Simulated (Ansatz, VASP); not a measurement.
Two plane-wave programs on LiI3F2

INCAR

```
SYSTEM = LiI3F2
ALGO = Normal
EDIFF = 1E-6
EDIFFG = -0.01
ENCUT = 600
GGA = PE
IBRION = 2
ISIF = 3
ISMEAR = 0
LASPH = .True.
LCHARG = .False.
LREAL = .False.
LWAVE = .False.
NELM = 80
NSW = 100
PREC = Accurate
SIGMA = 0.1
```

File KPOINTS:

```
k-points
0
Gamma
  6 6 8
  0 0 0
```

POSCAR

```
LiI3F2
1.0
    6.3612354000      0.0000000000      0.0000000000
   -3.1806177000      5.5089914600      0.0000000000
    0.0000000000      0.0000000000      4.9476385800
Li I F
1 3 2
Direct
    0.0000000000      0.0000000000      0.0000000000
    0.5000000000      0.0000000000      0.5000000000
    0.5000000000      0.5000000000      0.5000000000
    0.0000000000      0.5000000000      0.5000000000
    0.3333333300      0.6666666700      0.0000000000
    0.6666666700      0.3333333300      0.0000000000
```

Input for Ansatz:

```yaml
crystal:
  lattice:
    - [6.3612354, 0.0, 0.0]
    - [-3.1806177, 5.50899146, 0.0]
    - [0.0, 0.0, 4.94763858]
  atoms:
    - { symbol: Li, position: [0.0, 0.0, 0.0] }
    - { symbol: I, position: [0.5, 0.0, 0.5] }
    - { symbol: I, position: [0.5, 0.5, 0.5] }
    - { symbol: I, position: [0.0, 0.5, 0.5] }
    - { symbol: F, position: [0.33333333, 0.66666667, 0.0] }
    - { symbol: F, position: [0.66666667, 0.33333333, 0.0] }
basis:
  ecutwfc: 420
kpoints:
  mp_grid: { grid: [6, 6, 8] }
hamiltonian:
  xc: pbe
scf:
  occupations: { method: gaussian, width: 0.1 }
output:
  forces: true
  stress: true
  eigenvalues: true
  write_density: true
  write_potential: true
  elf: true
  volumetric_format: npy
relax:
  adjacent_minimum: "off"
  f_tol: 0.01
  max_steps: 80
  cell: { stress_tol: 0.05 }
```

Change from the starting cell: species swapped into the GdAl3Pd2 type (P6/mmm, No. 191).

Alike in both runs: task relaxation of cell and atoms; functional PBE; k mesh 6 × 6 × 8; occupations gaussian, width 0.1 eV; no spin polarisation.

|  | VASP | Ansatz |
| --- | --- | --- |
| version | VASP 6.6.1 | Ansatz 0.2.0 |
| potentials or method | VASP PAW PBE potentials, release 64 (Li_sv, I, F), cutoff 600 eV | scalar-relativistic, plane waves, PAW |
| valence electrons in the cell | 38 | 68 |

VASP gave:

| Property | Result |
| --- | --- |
| gap on the k mesh at the Fermi level, each at its own relaxed structure (eV) | none |
| relaxed volume (Å³/atom) | 28.27 |
| relaxed cell length with the largest relative difference (Å) | 5.065 |

Problem. Which values does Ansatz return?

Solution. gap on the k mesh at the Fermi level, each at its own relaxed structure (eV): none; relaxed volume (Å³/atom): 28.46; relaxed cell length with the largest relative difference (Å): 5.080.

A gap of «none» marks a metal or a gap that the smearing closes. VASP's potentials hold 38 valence electrons a cell and Ansatz's 68, so a difference there can come from the potentials and not from the codes.

Neither program's run includes spin-orbit coupling. Noted on VASP's run: the cutoff is short for stress, so the pressure is rough.
